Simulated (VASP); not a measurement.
Sc3Cu: single point with PBE

Sc3Cu:

```
CELL_PARAMETERS angstrom
-2.06475 2.06475 4.86710
2.06475 -2.06475 4.86710
2.06475 2.06475 -4.86710
ATOMIC_POSITIONS crystal
Sc 0.50000 0.50000 0.00000
Sc 0.25000 0.75000 0.50000
Sc 0.75000 0.25000 0.50000
Cu 0.00000 0.00000 0.00000
```

```yaml
Program: VASP 6.6.1
Task: single point
Functional: PBE
Potentials_or_basis: VASP PAW PBE potentials, release 64 (Sc_sv, Cu)
Cutoff: 520 eV
k_mesh: 16 × 16 × 16
Occupations: gaussian, width 0.1 eV
Spin: no spin polarisation
```

```json
{"Pressure": "0.3 GPa", "Band gap on the k mesh": "zero (bands 22 and 23 overlap by 0.29 eV)"}
```

Levels at points of the mesh, in eV from the Fermi level:
```tsv
k point	band 18	band 19	band 20	band 21	band 22	band 23	band 24	band 25	band 26	band 27
(0.00, 0.00, 0.00)	-2.77	-1.42	-1.28	-0.12	0.17	0.17	0.57	1.05	1.30	1.30
(0.50, 0.00, 0.00)	-2.76	-2.55	-1.31	-0.41	-0.36	0.18	0.52	1.41	1.58	1.59
(0.50, 0.50, 0.00)	-2.63	-1.69	-0.94	-0.60	-0.50	0.06	0.49	0.53	1.09	1.15
(0.50, 0.50, 0.50)	-2.88	-2.88	-1.59	-0.10	0.14	0.14	0.36	0.90	2.48	2.49
```

Wall time 52 min on 1 thread of AMD EPYC 7R13, on a shared host, peak memory 0.81 GiB.
